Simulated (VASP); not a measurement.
# As10Se12S3 in VASP: a series of runs

The runs below take As10Se12S3 through single point, with PBE+D3(BJ).

Program: VASP 6.6.1. These are calculated values, not measurements. Logs are shortened: lines on timing, memory, paths and dates and some standing lists are left out, and cuts for length are marked.

## 1. The cell of the first run

The cell holds an amorphous packing of atoms, 25 atoms: a = 8.827 Å, b = 8.964 Å, c = 8.864 Å, α = 87.11°, β = 86.18°, γ = 86.85°.

## 2. Single point, PBE+D3(BJ)

The input, INCAR:

```
SYSTEM = As10Se12S3
  ALGO = Normal
  EDIFF = 1E-6
  ENCUT = 520
  GGA = PE
  ISIF = 2
  ISMEAR = -1
  ISYM = 0
  IVDW = 12
  LASPH = .True.
  LCHARG = .True.
  LELF = .True.
  LREAL = Auto
  LVHAR = .True.
  LWAVE = .False.
  NBANDS = 88
  NELM = 80
  PREC = Accurate
  SIGMA = 0.1637
```

The input, KPOINTS:

```
Automatic mesh
0
Gamma
  1 1 1
  0.25 0.25 0.25
```

The input, POSCAR:

```
As10Se12S3
1.0
    8.8186510000      0.2405820000      0.2922810000
    0.2405820000      8.9584340000      0.2205530000
    0.2922810000      0.2205530000      8.8565100000
As S Se
10 3 12
Direct
    0.0032711129      0.5528604547      0.6902156588
    0.2682099569      0.9777295277      0.9928591674
    0.7194716409      0.6719361084      0.5537888609
    0.0203157559      0.8566441721      0.5404465922
    0.5198329282      0.4432098150      0.4712503523
    0.5457125276      0.4877886324      0.1014999532
    0.7242210442      0.5755580065      0.7885543972
    0.9495943199      0.2938469978      0.6233275620
    0.2807685130      0.2444495032      0.8369662121
    0.5436811346      0.0531338631      0.4029231042
    0.5065294002      0.8294919160      0.1720473584
    0.1919462713      0.3724979901      0.6171646848
    0.3727492249      0.6245168627      0.2337721536
    0.8697631033      0.0762661622      0.4311175666
    0.0174972947      0.9141851072      0.9439614030
    0.8034643226      0.6216829875      0.0957907343
    0.6966586139      0.0839445305      0.1849394068
    0.5862646324      0.8821383358      0.8640835646
    0.3719366223      0.5915593165      0.9104054317
    0.3961435961      0.6955772545      0.5192178526
    0.9592274637      0.5380767259      0.4327862331
    0.1815653153      0.9744318691      0.3121656314
    0.1654384238      0.3901866518      0.0637584845
    0.5342274960      0.2438043868      0.7156373859
    0.3946673869      0.2442108607      0.2777167060
```

Potentials or basis: VASP PAW PBE potentials, release 64 (As, S, Se).

Launch:

```
$ cat potpaw_PBE.64/As/POTCAR potpaw_PBE.64/S/POTCAR potpaw_PBE.64/Se/POTCAR > POTCAR
$ mpirun -np 1 vasp_std > vasp.out
```

OUTCAR:

```text
SYSTEM = As10Se12S3
   EDIFF = 1E-6
   ENCUT = 520
   GGA = PE
   ISIF = 2
   ISMEAR = -1
   ISYM = 0
   IVDW = 12
   LASPH = .True.
   LREAL = Auto
   NELM = 80
   PREC = Accurate
 IVDW          = 12

 ion  position               nearest neighbor table
   1  0.003  0.553  0.690-  12 2.34  21 2.35   8 2.50   7 2.56
   2  0.268  0.978  0.993-  15 2.39   9 2.70
   3  0.719  0.672  0.554-   7 2.21  21 2.57
   4  0.020  0.857  0.540-  14 2.50  22 2.61
   5  0.520  0.443  0.471-  20 2.50  24 2.74  25 2.85
   6  0.546  0.488  0.101-  13 2.22  19 2.47  16 2.63
   7  0.724  0.576  0.789-   3 2.21   1 2.56
   8  0.950  0.294  0.623-  12 2.29   1 2.50  21 2.70  14 2.80
   9  0.281  0.244  0.837-  12 2.37  24 2.42  23 2.57   2 2.70
  10  0.544  0.053  0.403-  17 2.30  25 2.38
  11  0.507  0.829  0.172-  13 2.26
  12  0.192  0.372  0.617-   8 2.29   1 2.34   9 2.37
  13  0.373  0.625  0.234-   6 2.22  11 2.26  20 2.66
  14  0.870  0.076  0.431-   4 2.50  17 2.74   8 2.80
  15  0.017  0.914  0.944-   2 2.39
  16  0.803  0.622  0.096-   6 2.63
  17  0.697  0.084  0.185-  10 2.30  14 2.74
  18  0.586  0.882  0.864-
  19  0.372  0.592  0.910-   6 2.47
  20  0.396  0.696  0.519-   5 2.50  13 2.66
  21  0.959  0.538  0.433-   1 2.35   3 2.57   8 2.70
  22  0.182  0.974  0.312-   4 2.61
  23  0.165  0.390  0.064-   9 2.57
  24  0.534  0.244  0.716-   9 2.42   5 2.74
  25  0.395  0.244  0.278-  10 2.38   5 2.85

IMPORTANT INFORMATION: All symmetrisations will be switched off!
NOSYMM: (Re-)initialisation of all symmetry stuff for point group C_1.

----------------------------------------------------------------------------------------

                                     Primitive cell

  volume of cell :     698.0000

  direct lattice vectors                    reciprocal lattice vectors
     8.818651000  0.240582000  0.292281000     0.113598598 -0.002960249 -0.003675242
     0.240582000  8.958434000  0.220553000    -0.002960249  0.111772274 -0.002685763
     0.292281000  0.220553000  8.856510000    -0.003675242 -0.002685763  0.113099467

  length of vectors
     8.826772533  8.964377449  8.864075879     0.113696578  0.111843719  0.113191033

  position of ions in fractional coordinates (direct lattice)
     0.003271113  0.552860455  0.690215659
     0.268209957  0.977729528  0.992859167
     0.719471641  0.671936108  0.553788861
     0.020315756  0.856644172  0.540446592
     0.519832928  0.443209815  0.471250352
     0.545712528  0.487788632  0.101499953
[... 17 lines left out ...]
     0.534227496  0.243804387  0.715637386
     0.394667387  0.244210861  0.277716706

  ion indices of the primitive-cell ions
   primitive index   ion index
                 1           1
                 2           2
                 3           3
                 4           4
                 5           5
                 6           6
[... 17 lines left out ...]
                24          24
                25          25

----------------------------------------------------------------------------------------

 KPOINTS: Automatic mesh

Automatic generation of k-mesh.
 Grid dimensions read from file:
 generate k-points for:    1    1    1

 Generating k-lattice:

  Cartesian coordinates                     Fractional coordinates (reciprocal lattice)
     0.113598598 -0.002960249 -0.003675242     1.000000000 -0.000000000 -0.000000000
    -0.002960249  0.111772274 -0.002685763    -0.000000000  1.000000000 -0.000000000
    -0.003675242 -0.002685763  0.113099467     0.000000000  0.000000000  1.000000000

  Length of vectors
     0.113696578  0.111843719  0.113191033

  Shift w.r.t. Gamma in fractional coordinates (k-lattice)
     0.250000000  0.250000000  0.250000000

 Subroutine IBZKPT returns following result:
 ===========================================

 Found      1 irreducible k-points:

 Following reciprocal coordinates:
            Coordinates               Weight
  0.250000  0.250000  0.250000      2.000000
   k-points           NKPTS =      1   k-points in BZ     NKDIM =      1   number of bands    NBANDS=     88
   number of dos      NEDOS =    301   number of ions     NIONS =     25
   total plane-waves  NPLWV = 343000
   dimension x,y,z NGX =    70 NGY =   70 NGZ =   70
   dimension x,y,z NGXF=   140 NGYF=  140 NGZF=  140
   ions per type =              10   3  12
   NGX,Y,Z   is equivalent  to a cutoff of  13.18, 12.98, 13.13 a.u.
   NGXF,Y,Z  is equivalent  to a cutoff of  26.37, 25.96, 26.26 a.u.
 SYSTEM =  As10Se12S3
   PREC   = accura    normal or accurate (medium, high low for compatibility)
   ISTART =      0    job   : 0-new  1-cont  2-samecut
   ICHARG =      2    charge: 1-file 2-atom 10-const
   ISPIN  =      1    spin polarized calculation?
   LNONCOLLINEAR =      F non collinear calculations
   LSORBIT =      F    spin-orbit coupling
   LASPH  =      T    aspherical Exc in radial PAW
   ENCUT  =  520.0 eV  38.22 Ry    6.18 a.u.  16.41 16.67 16.48*2*pi/ulx,y,z
   NELM   =     80;   NELMIN=  2; NELMDL= -5     # of ELM steps
   EDIFF  = 0.1E-05   stopping-criterion for ELM
   LREAL  =      T    real-space projection
   EDIFFG = 0.1E-04   stopping-criterion for IOM
   NSW    =      0    number of steps for IOM
   IBRION =     -1    ionic relax: 0-MD 1-quasi-New 2-CG
   NFREE  =      0    steps in history (QN), initial steepest desc. (CG)
   ISIF   =      2    stress and relaxation
   ISYM   =      0    0-nonsym 1-usesym 2-fastsym
   POTIM  = 0.5000    time-step for ionic-motion
   TEBEG  =    0.0;   TEEND  =   0.0 temperature during run
   PSTRESS=    0.0 pullay stress
   NELECT =     140.0000    total number of electrons
   NUPDOWN=      -1.0000    fix difference up-down
   EMIN   =  10.00;   EMAX   =-10.00  energy-range for DOS
   EFERMI =   0.00;   METHOD = LEGACY
   ISMEAR =    -1;   SIGMA  =   0.16  broadening in eV -4-tet -1-fermi 0-gaus
   EFERMI_NEDOS =   21; number of points for ismear=-14 and -15
   IALGO  =     38    algorithm
   IMIX   =      4    mixing-type and parameters
     AMIX     =   0.40;   BMIX     =  1.00
     AMIX_MAG =   1.60;   BMIX_MAG =  1.00
  volume/ion in A,a.u.               =      27.92       188.41
  Fermi-wavevector in a.u.,A,eV,Ry     =   0.958295  1.810914 12.494618  0.918329
  Thomas-Fermi vector in A             =   2.087389
   LORBIT       =      0    0 simple, 1 ext, 2 COOP (PROOUT), +10 PAW based schemes
   GGA     = PE    functional components
   LHFCALC =     F    Hartree Fock is set to
   AEXX    =    0.0000 exact exchange contribution
   IVDW    =    12    specifies the selected vdW correction
   LEPSILON=     F    determine dielectric tensor
   LRPA    =     F    only Hartree local field effects (RPA)
 non-spin polarized calculation
  energy-cutoff  :      520.00
  volume of cell :      698.00
 maximum number of plane-waves:     18812
 NGX is ok and might be reduce to    70
   NGX = 33   NGY = 33   NGZ = 33

 number of electron     139.9999997 magnetization

 Free energy of the ion-electron system (eV)
  ---------------------------------------------------
  ext. energy  EPLUGINS =         0.00000000
  ---------------------------------------------------
  free energy    TOTEN  =       -90.67891360 eV

  energy without entropy =      -89.23215775  energy(sigma->0) =      -89.95553568

 E-fermi :   2.6328     XC(G=0):  -8.5825

 val. band max:        2.6193488255   @ k =   0.2500   0.2500   0.2500
 cond. band min:       2.6998704502   @ k =   0.2500   0.2500   0.2500
 fundamental gap:      0.0805216247
 Fermi energy:         2.6327975509

 k-point     1 :       0.2500    0.2500    0.2500
  band No.  band energies     occupation
      1     -13.5902      2.00000
      2     -13.2281      2.00000
      3     -12.1960      2.00000
      4     -11.9059      2.00000
      5     -11.2942      2.00000
      6     -11.1863      2.00000
[... 74 lines left out ...]
     81       4.0081      0.00045
     82       4.1268      0.00022
 [bands above 82 left out]

------------------------ aborting loop because EDIFF is reached ----------------------------------------

 Edisp (eV)   -7.46023

 E8    (eV) :    -3.0462

  FORCE on cell =-STRESS in cart. coord.  units (eV):
  Direction    XX          YY          ZZ          XY          YZ          ZX
  --------------------------------------------------------------------------------------
  -------------------------------------------------------------------------------------
  Total      -3.27498    -3.43092    -0.15783    -7.36545     2.19937     0.62814
  in kB      -7.51734    -7.87529    -0.36229   -16.90653     5.04839     1.44183
  external pressure =       -5.25 kB  Pullay stress =        0.00 kB

 VOLUME and BASIS-vectors are now :
 -----------------------------------------------------------------------------
  energy-cutoff  :      520.00
  volume of cell :      698.00
      direct lattice vectors                 reciprocal lattice vectors
     8.818651000  0.240582000  0.292281000     0.113598598 -0.002960249 -0.003675242
     0.240582000  8.958434000  0.220553000    -0.002960249  0.111772274 -0.002685763
     0.292281000  0.220553000  8.856510000    -0.003675242 -0.002685763  0.113099467

 POSITION                                       TOTAL-FORCE (eV/Angst)
 -----------------------------------------------------------------------------------
      0.36359      5.10578      6.23579         0.448236      1.414906      1.829321
      2.89067      9.04243      9.08730        -0.875883     -0.392788      0.279701
      6.66829      6.31473      5.26312        -0.714954      1.489432     -2.881619
      0.54321      7.79827      4.98134         0.066922      0.916908     -1.001277
      4.82859      4.19946      4.42332         0.369281     -0.167390      0.765451
      4.95947      4.52350      1.16602         1.714077     -0.800653     -0.638279
[... 17 lines left out ...]
      4.97899      2.47047      6.54797         0.422199      0.262196     -0.535155
      3.62036      2.34395      2.62882        -0.818951      0.286483      0.379284
 -----------------------------------------------------------------------------------
    total drift:                                0.010387     -0.011307     -0.022905

  FREE ENERGIE OF THE ION-ELECTRON SYSTEM (eV)
  ---------------------------------------------------
  free  energy   TOTEN  =       -98.1391391331 eV

  energy  without entropy=      -96.6923832833  energy(sigma->0) =      -97.41576121
```

It took 99 s on 1 thread of Intel Xeon 6975P-C (Granite Rapids), shared host; peak memory 0.66 GiB.

Results:

```
Free energy                : -98.1391 eV
Pressure                   : -0.5 GPa
Largest force              : 3.322 eV/Å
Band gap on the k mesh     : 0.08 eV
Dispersion energy per atom : -0.298 eV
```

Forces in eV/Å, atoms in the order of the input:
```
As   0.448  1.415  1.829
As  -0.876 -0.393  0.280
As  -0.715  1.489 -2.882
As   0.067  0.917 -1.001
As   0.369 -0.167  0.765
As   1.714 -0.801 -0.638
As  -0.708 -0.697  2.701
As  -0.559 -0.529 -0.244
As  -0.402 -0.157  0.587
As  -0.251 -0.445  1.027
S   -0.180  0.113 -0.077
S    1.103 -0.899 -0.821
S   -0.232  1.968  0.350
Se   0.126 -0.377  0.020
Se   0.994  0.195 -0.215
Se  -0.738 -0.302  0.009
Se   0.986 -0.269 -0.926
Se  -0.588 -0.743  0.162
Se  -0.286  0.080 -0.119
Se  -0.369 -0.423  0.572
Se   0.041 -0.528 -0.958
Se  -0.010 -0.241  0.908
Se   0.463  0.245 -1.173
Se   0.422  0.262 -0.535
Se  -0.819  0.286  0.379
```

Levels at points of the mesh, in eV from the valence-band top:
```csv
k point,band 67,band 68,band 69,band 70,band 71,band 72,band 73,band 74
"(0.25, 0.25, 0.25)",-0.51,-0.24,-0.20,0.00,0.08,0.20,0.25,0.39
```

Caveat: the k points lie up to 0.71 Å⁻¹ apart.

(Part 1 of 2 ends here.)
